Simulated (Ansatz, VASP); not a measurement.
# CuO in VASP and in Ansatz

```
CELL_PARAMETERS angstrom
2.84058 0.00000 0.00000
0.03854 2.84037 0.00000
0.01726 0.01701 5.10638
ATOMIC_POSITIONS crystal
Cu 0.00000 0.50000 0.00000
Cu 0.50000 0.00000 0.50000
O 0.99842 0.00167 0.74989
O 0.00158 0.99833 0.25011
```

Alike in both runs: task single point; functional RPBE; k mesh 9 × 9 × 5; occupations fermi-dirac, width 0.05 eV; no spin polarisation.

|  | VASP | Ansatz |
| --- | --- | --- |
| version | VASP 6.6.1 | Ansatz 0.2.0 |
| potentials or method | VASP PAW PBE potentials, release 64 (Cu, O) | Ansatz PAW |
| plane-wave cutoff (eV) | 520 | 420 |
| valence electrons in the cell | 34 | 50 |

|  | VASP | Ansatz | Ansatz less VASP |
| --- | --- | --- | --- |
| gap on the k mesh at the Fermi level (eV) | none | none | - |
| pressure (GPa) | 20.3 | 19.4 | -0.88 |
| traceless stress, the component that is largest in VASP (GPa) | 2.12 | 1.71 | -0.407 |
| rms of the force components (eV/Å) | 0.005 | 0.005 | -0.0002 |

VASP's potentials were made for PBE, not for RPBE. Atom by atom the forces differ by 0.000 eV/Å (rms over components). A gap of «none» marks a metal or a gap that the smearing closes. With one functional, cell and mesh, what is left measures potentials, basis and numerics. VASP's potentials hold 34 valence electrons a cell and Ansatz's 50, so a difference there can come from the potentials and not from the codes.
